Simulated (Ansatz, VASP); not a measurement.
One calculation of W4N, two programs

File INCAR:

```
PREC = Accurate
ENCUT = 520
EDIFF = 1E-7
ISMEAR = 0
SIGMA = 0.1
LREAL = F
LASPH = T
NELM = 80
ALGO = Normal
ISIF = 2
LWAVE = F
LCHARG = F
GGA = PE
NBANDS = 38
```

The input KPOINTS:

```
Automatic mesh
0
Gamma
  4 4 4
```

The input POSCAR:

```
W4N
1.0
    4.2714613000      0.0000000000      0.0000000000
    0.0000000000      4.2714613000      0.0000000000
    0.0000000000      0.0000000000      4.2714613000
W N
4 1
Direct
    0.5000000000      0.0000000000      0.0000000000
    0.0000000000      0.5000000000      0.0000000000
    0.0000000000      0.0000000000      0.5000000000
    0.5000000000      0.5000000000      0.5000000000
    0.0000000000      0.0000000000      0.0000000000
```

Input for Ansatz:

```yaml
crystal:
  lattice:
    - [4.2714613, 0.0, 0.0]
    - [0.0, 4.2714613, 0.0]
    - [0.0, 0.0, 4.2714613]
  atoms:
    - { symbol: W, position: [0.5, 0.0, 0.0] }
    - { symbol: W, position: [0.0, 0.5, 0.0] }
    - { symbol: W, position: [0.0, 0.0, 0.5] }
    - { symbol: W, position: [0.5, 0.5, 0.5] }
    - { symbol: "N", position: [0.0, 0.0, 0.0] }
basis:
  ecutwfc: 420
kpoints:
  mp_grid: { grid: [4, 4, 4] }
hamiltonian:
  xc: pbe
scf:
  occupations: { method: gaussian, width: 0.1 }
  lower_state_search: "off"
output:
  forces: true
  stress: true
  eigenvalues: true
```

Change from the starting cell: species swapped into the Co4N type (Pm-3m, No. 221).

Alike in both runs: task single point; functional PBE; k mesh 4 × 4 × 4; occupations gaussian, width 0.1 eV; no spin polarisation.

|  | VASP | Ansatz |
| --- | --- | --- |
| version | VASP 6.6.1 | Ansatz 0.2.0 |
| potentials or method | VASP PAW PBE potentials, release 64 (W_sv, N), cutoff 520 eV | scalar-relativistic, plane waves, PAW |
| valence electrons in the cell | 61 | 61 |

|  | VASP | Ansatz | Ansatz less VASP |
| --- | --- | --- | --- |
| gap on the k mesh at the Fermi level (eV) | none | none | - |
| pressure (GPa) | -24.4 | -24.9 | -0.52 |

A gap of «none» marks a metal or a gap that the smearing closes.

The k mesh is coarse, so the values compare programs but aren't converged. Spin-orbit coupling is off throughout.
